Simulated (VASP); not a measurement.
# P in VASP: further runs

P is run at these levels: r2SCAN; tasks: single point.

Program: VASP 6.6.1. These are calculated values, not measurements. Logs are shortened: lines on timing, memory, paths and dates and some standing lists are left out, and cuts for length are marked.

**1. The cell of the first run**

The cell holds a slab with vacuum, 2 atoms: a = 3.091 Å, b = 3.091 Å, c = 28.000 Å, α = 90.00°, β = 90.00°, γ = 120.00°.

**2. Single point, r2SCAN**

Input file POSCAR:

```
P
1.0
    3.0910000000      0.0000000000      0.0000000000
   -1.5455000000      2.6768845231      0.0000000000
    0.0000000000      0.0000000000     28.0000000000
P
2
Direct
    0.3333333333      0.6666666667      0.5000000000
    0.6666666667      0.3333333333      0.5000000000
```

Input file INCAR.step1:

```
PREC = Accurate
ENCUT = 520
ISMEAR = 0
SIGMA = 0.02
LREAL = F
LASPH = T
NELM = 60
LDIPOL = T
IDIPOL = 3
DIPOL = 0.5 0.5 0.500
NBANDS = 12
GGA = PE
ALGO = Normal
EDIFF = 1E-4
LWAVE = T
LCHARG = F
```

Input file INCAR.step2:

```
PREC = Accurate
ENCUT = 520
EDIFF = 1E-6
ISMEAR = 0
SIGMA = 0.02
LREAL = F
LASPH = T
NELM = 60
ALGO = Normal
ISIF = 2
LWAVE = F
LCHARG = F
LDIPOL = T
IDIPOL = 3
DIPOL = 0.5 0.5 0.500
METAGGA = R2SCAN
LMIXTAU = T
NBANDS = 12
ISTART = 1
```

Input file KPOINTS:

```
Automatic mesh
0
Gamma
  9 9 1
```

Potentials or basis: VASP PAW PBE potentials, release 64 (P).

The run is started by

```console
$ cat potpaw_PBE.64/P/POTCAR > POTCAR
$ cp INCAR.step1 INCAR
$ mpirun -np 1 vasp_std > vasp.out
$ cp INCAR.step2 INCAR
$ mpirun -np 1 vasp_std > vasp.out
```

OUTCAR:

```text
PREC = Accurate
   ENCUT = 520
   EDIFF = 1E-6
   ISMEAR = 0
   LREAL = F
   LASPH = T
   NELM = 60
   ISIF = 2
   METAGGA = R2SCAN
   ISTART = 1

 ion  position               nearest neighbor table
   1  0.333  0.667  0.500-   2 1.78   2 1.78   2 1.78
   2  0.667  0.333  0.500-   1 1.78   1 1.78   1 1.78

  LATTYP: Found a hexagonal cell.
 ALAT       =     3.0910000000
 C/A-ratio  =     9.0585571013

  Lattice vectors:

 A1 = (   3.0910000000,   0.0000000000,   0.0000000000)
 A2 = (  -1.5455000000,   2.6768845231,   0.0000000000)
 A3 = (   0.0000000000,   0.0000000000,  28.0000000000)

Analysis of symmetry for initial positions (statically):
=====================================================================
 Subroutine PRICEL returns:
 Original cell was already a primitive cell.

 Routine SETGRP: Setting up the symmetry group for a
 hexagonal supercell.

 Subroutine GETGRP returns: Found 24 space group operations
 (whereof 24 operations were pure point group operations)
 out of a pool of 24 trial point group operations.

The static configuration has the point symmetry D_6h.

Analysis of symmetry for dynamics (positions and initial velocities):
=====================================================================
 Subroutine PRICEL returns:
 Original cell was already a primitive cell.

 Routine SETGRP: Setting up the symmetry group for a
 hexagonal supercell.

 Subroutine GETGRP returns: Found 24 space group operations
 (whereof 24 operations were pure point group operations)
 out of a pool of 24 trial point group operations.

The dynamic configuration has the point symmetry D_6h.

 Subroutine INISYM returns: Found 24 space group operations
 (whereof 24 operations are pure point group operations),
 and found     1 'primitive' translations

----------------------------------------------------------------------------------------

                                     Primitive cell

  volume of cell :     231.6790

  direct lattice vectors                    reciprocal lattice vectors
     3.091000000  0.000000000  0.000000000     0.323519896  0.186784299  0.000000000
    -1.545500000  2.676884523  0.000000000     0.000000000  0.373568599  0.000000000
     0.000000000  0.000000000 28.000000000     0.000000000  0.000000000  0.035714286

  length of vectors
     3.091000000  3.091000000 28.000000000     0.373568599  0.373568599  0.035714286

  position of ions in fractional coordinates (direct lattice)
     0.333333333  0.666666667  0.500000000
     0.666666667  0.333333333  0.500000000

  ion indices of the primitive-cell ions
   primitive index   ion index
                 1           1
                 2           2

----------------------------------------------------------------------------------------

 KPOINTS: Automatic mesh

Automatic generation of k-mesh.
 Grid dimensions read from file:
 generate k-points for:    9    9    1

 Generating k-lattice:

  Cartesian coordinates                     Fractional coordinates (reciprocal lattice)
     0.035946655  0.020753811  0.000000000     0.111111111 -0.000000000  0.000000000
     0.000000000  0.041507622  0.000000000     0.000000000  0.111111111  0.000000000
     0.000000000  0.000000000  0.035714286     0.000000000  0.000000000  1.000000000

  Length of vectors
     0.041507622  0.041507622  0.035714286

  Shift w.r.t. Gamma in fractional coordinates (k-lattice)
     0.000000000  0.000000000  0.000000000

 Subroutine IBZKPT returns following result:
 ===========================================

 Found     12 irreducible k-points:

 Following reciprocal coordinates:
            Coordinates               Weight
  0.000000  0.000000  0.000000      1.000000
  0.111111  0.000000  0.000000      6.000000
  0.222222 -0.000000  0.000000      6.000000
  0.333333  0.000000  0.000000      6.000000
  0.444444 -0.000000  0.000000      6.000000
  0.111111  0.111111  0.000000      6.000000
  0.222222  0.111111  0.000000     12.000000
  0.333333  0.111111  0.000000     12.000000
  0.444444  0.111111  0.000000      6.000000
  0.222222  0.222222  0.000000      6.000000
  0.333333  0.222222  0.000000     12.000000
  0.333333  0.333333  0.000000      2.000000
   k-points           NKPTS =     12   k-points in BZ     NKDIM =     12   number of bands    NBANDS=     12
   number of dos      NEDOS =    301   number of ions     NIONS =      2
   total plane-waves  NPLWV = 120960
   dimension x,y,z NGX =    24 NGY =   24 NGZ =  210
   dimension x,y,z NGXF=    48 NGYF=   48 NGZF=  420
   ions per type =               2
   NGX,Y,Z   is equivalent  to a cutoff of  12.91, 12.91, 12.47 a.u.
   NGXF,Y,Z  is equivalent  to a cutoff of  25.82, 25.82, 24.94 a.u.
 SYSTEM =  unknown system
   PREC   = accura    normal or accurate (medium, high low for compatibility)
   ISTART =      1    job   : 0-new  1-cont  2-samecut
   ICHARG =      0    charge: 1-file 2-atom 10-const
   ISPIN  =      1    spin polarized calculation?
   LNONCOLLINEAR =      F non collinear calculations
   LSORBIT =      F    spin-orbit coupling
   LASPH  =      T    aspherical Exc in radial PAW
   ENCUT  =  520.0 eV  38.22 Ry    6.18 a.u.   5.75  5.75 52.06*2*pi/ulx,y,z
   NELM   =     60;   NELMIN=  2; NELMDL=  0     # of ELM steps
   EDIFF  = 0.1E-05   stopping-criterion for ELM
   LREAL  =      F    real-space projection
   EDIFFG = 0.1E-04   stopping-criterion for IOM
   NSW    =      0    number of steps for IOM
   IBRION =     -1    ionic relax: 0-MD 1-quasi-New 2-CG
   NFREE  =      0    steps in history (QN), initial steepest desc. (CG)
   ISIF   =      2    stress and relaxation
   ISYM   =      2    0-nonsym 1-usesym 2-fastsym
   POTIM  = 0.5000    time-step for ionic-motion
   TEBEG  =    0.0;   TEEND  =   0.0 temperature during run
   PSTRESS=    0.0 pullay stress
   NELECT =      10.0000    total number of electrons
   NUPDOWN=      -1.0000    fix difference up-down
   EMIN   =  10.00;   EMAX   =-10.00  energy-range for DOS
   EFERMI =   0.00;   METHOD = LEGACY
   ISMEAR =     0;   SIGMA  =   0.02  broadening in eV -4-tet -1-fermi 0-gaus
   EFERMI_NEDOS =   21; number of points for ismear=-14 and -15
   IALGO  =     38    algorithm
   IMIX   =      4    mixing-type and parameters
     AMIX     =   0.40;   BMIX     =  1.00
     AMIX_MAG =   1.60;   BMIX_MAG =  1.00
  volume/ion in A,a.u.               =     115.84       781.72
  Fermi-wavevector in a.u.,A,eV,Ry     =   0.574265  1.085204  4.486939  0.329781
  Thomas-Fermi vector in A             =   1.615884
   LORBIT       =      0    0 simple, 1 ext, 2 COOP (PROOUT), +10 PAW based schemes
   METAGGA = R2SCAN    functional components
   LHFCALC =     F    Hartree Fock is set to
   AEXX    =    0.0000 exact exchange contribution
   IVDW    =     0    specifies the selected vdW correction
   LEPSILON=     F    determine dielectric tensor
   LRPA    =     F    only Hartree local field effects (RPA)
 non-spin polarized calculation
 Gauss-broadening in eV      SIGMA  =   0.02
  energy-cutoff  :      520.00
  volume of cell :      231.68
 maximum number of plane-waves:      6262
 NGX is ok and might be reduce to    24
   NGX = 11   NGY = 11   NGZ =105

 dipolmoment           0.000000      0.000000      0.000000 electrons x Angstroem

 number of electron       9.9999997 magnetization

 dipolmoment           0.000000      0.000000     -0.000000 electrons x Angstroem

 Free energy of the ion-electron system (eV)
  ---------------------------------------------------
  ext. energy  EPLUGINS =         0.00000000
  ---------------------------------------------------
  free energy    TOTEN  =       -11.54687605 eV

  energy without entropy =      -11.54617042  energy(sigma->0) =      -11.54652323

 E-fermi :  -1.4760     XC(G=0):  -1.6635

 val. band max:       -1.8705220715   @ k =   0.3333   0.1111   0.0000
 cond. band min:      -1.4538680425   @ k =   0.2222   0.1111   0.0000
 fundamental gap:      0.4166540290
 Fermi energy:        -1.4760192530

 k-point     1 :       0.0000    0.0000    0.0000
  band No.  band energies     occupation
      1     -22.0567      2.00000
      2     -10.1749      2.00000
      3      -7.6910      2.00000
      4      -7.6910      2.00000
      5      -1.2256      0.00000
      6      -1.2256      0.00000
      7      -0.2995      0.00000
      8       1.6083      0.00000
      9       1.6962      0.00000
     10       2.1655      0.00000
     11       2.1915      0.00000
     12       2.2375      0.00000

 k-point     2 :       0.1111    0.0000    0.0000
  band No.  band energies     occupation
      1     -21.8188      2.00000
      2      -9.9440      2.00000
      3      -8.7942      2.00000
      4      -8.0729      2.00000
      5      -1.4526      0.09812
      6      -0.3913      0.00000
      7      -0.0276      0.00000
      8       1.8649      0.00000
      9       1.9555      0.00000
     10       2.4227      0.00000
     11       2.4975      0.00000
     12       3.0465      0.00000

 k-point     3 :       0.2222   -0.0000    0.0000
  band No.  band energies     occupation
      1     -21.1135      2.00000
      2     -11.1061      2.00000
      3      -9.2589      2.00000
      4      -8.8165      2.00000
      5      -2.1454      2.00000
      6       0.7368      0.00000
      7       1.3050      0.00000
      8       1.7043      0.00000
      9       2.6402      0.00000
     10       2.7328      0.00000
     11       3.1974      0.00000
     12       3.2736      0.00000
[... 106 lines left out ...]
 k-point    11 :       0.3333    0.2222    0.0000
  band No.  band energies     occupation
      1     -17.9137      2.00000
      2     -15.5839      2.00000
      3     -12.2556      2.00000
      4      -6.1760      2.00000
      5      -3.7291      2.00000
      6       0.4582      0.00000
      7       1.4571      0.00000
      8       4.1790      0.00000
      9       4.4768      0.00000
     10       6.5398      0.00000
     11       6.6091      0.00000
     12       7.0359      0.00000

 k-point    12 :       0.3333    0.3333    0.0000
  band No.  band energies     occupation
      1     -16.6133      2.00000
      2     -16.6133      2.00000
      3     -13.0536      2.00000
      4      -4.8966      2.00000
      5      -4.8966      2.00000
      6       0.6695      0.00000
      7       2.0399      0.00000
      8       4.6874      0.00000
      9       4.6874      0.00000
     10       7.5119      0.00000
     11       7.5119      0.00000
     12       7.8142      0.00000

------------------------ aborting loop because EDIFF is reached ----------------------------------------

 vacuum level on the upper side and lower side of the slab       (xc-potential included)        -0.002        -0.002

  FORCE on cell =-STRESS in cart. coord.  units (eV):
  Direction    XX          YY          ZZ          XY          YZ          ZX
  --------------------------------------------------------------------------------------
  -------------------------------------------------------------------------------------
  Total       30.3917482     30.3917482     -0.0156845      0.0000000     -0.0000000      0.0000000
  in kB      210.1742913    210.1742913     -0.1084661      0.0000000     -0.0000000      0.0000000
  external PRESSURE =     140.0800389 kB  Pullay stress =       0.0000000 kB

 VOLUME and BASIS-vectors are now :
 -----------------------------------------------------------------------------
  energy-cutoff  :      520.00
  volume of cell :      231.68
      direct lattice vectors                 reciprocal lattice vectors
     3.091000000  0.000000000  0.000000000     0.323519896  0.186784299  0.000000000
    -1.545500000  2.676884523  0.000000000     0.000000000  0.373568599  0.000000000
     0.000000000  0.000000000 28.000000000     0.000000000  0.000000000  0.035714286

 POSITION                                       TOTAL-FORCE (eV/Angst)
 -----------------------------------------------------------------------------------
     -0.00000      1.78459     14.00000        -0.000000      0.000000      0.000000
      1.54550      0.89229     14.00000         0.000000     -0.000000      0.000000
 -----------------------------------------------------------------------------------
    total drift:                               -0.000000      0.000000      0.000000

  FREE ENERGIE OF THE ION-ELECTRON SYSTEM (eV)
  ---------------------------------------------------
  free  energy   TOTEN  =       -11.5468760473 eV

  energy  without entropy=      -11.5461704176  energy(sigma->0) =      -11.54652323

 vacuum level on the upper side and lower side of the slab         1.629         1.629
```

Run time: 69 s. Hardware: 1 thread of Intel Xeon 6975P-C (Granite Rapids), shared host; peak memory 0.36 GiB.

Results:

```
Free energy            : -11.5469 eV
Band gap on the k mesh : zero (bands 5 and 6 overlap by 2.01 eV)
```

Caveat: the PAW data sets were made with another functional, which shifts forces and pressure a little.

**3. Single point, r2SCAN**

This run uses another cell than the first one.

Input file POSCAR:

```
P
1.0
    3.2800000000      0.0000000000      0.0000000000
   -1.6400000000      2.8405633244      0.0000000000
    0.0000000000      0.0000000000     28.0000000000
P
2
Direct
    0.3333333333      0.6666666667      0.5000000000
    0.6666666667      0.3333333333      0.5000000000
```

Input file INCAR.step1:

```
SYSTEM = P
ALGO = Normal ; DIPOL = 0.5 0.5 0.500
EDIFF = 1E-4 ; ENCUT = 520
GGA = PE ; IDIPOL = 3
ISMEAR = 0 ; LASPH = .True.
LCHARG = .False. ; LDIPOL = .True.
LREAL = .False. ; LWAVE = .True.
NBANDS = 12 ; NELM = 80
PREC = Accurate ; SIGMA = 0.02
```

Input file INCAR.step2:

```
SYSTEM = P
ALGO = Normal ; DIPOL = 0.5 0.5 0.500
EDIFF = 1E-6 ; ENCUT = 520
IDIPOL = 3 ; ISIF = 2
ISMEAR = 0 ; ISTART = 1
LASPH = .True. ; LCHARG = .False.
LDIPOL = .True. ; LMIXTAU = .True.
LREAL = .False. ; LWAVE = .False.
METAGGA = R2SCAN ; NBANDS = 12
NELM = 80 ; PREC = Accurate
SIGMA = 0.02
```

Input file KPOINTS:

```
k-points
0
Gamma
  9 9 1
  0 0 0
```

Potentials or basis: VASP PAW PBE potentials, release 64 (P).

The run is started by

```console
$ cat potpaw_PBE.64/P/POTCAR > POTCAR
$ cp INCAR.step1 INCAR
$ mpirun -np 1 vasp_std > vasp.out
$ cp INCAR.step2 INCAR
$ mpirun -np 1 vasp_std > vasp.out
```

Wall time 2.4 min (1 thread of AMD EPYC 9R45 (Zen 5), shared host); peak memory 0.34 GiB.

It converged, with:

```
Free energy            : -14.2444 eV
Band gap on the k mesh : zero (bands 5 and 6 overlap by 2.01 eV)
```

Levels at points of the mesh, in eV from the Fermi level:
| k point | band 2 | band 3 | band 4 | band 5 | band 6 | band 7 | band 8 | band 9 |
| --- | --- | --- | --- | --- | --- | --- | --- | --- |
| (0.00, 0.00, 0.00) | -7.54 | -6.10 | -6.10 | 0.38 | 0.38 | 1.28 | 1.96 | 3.66 |

Caveat: the PAW data sets were made with another functional, which shifts forces and pressure a little.
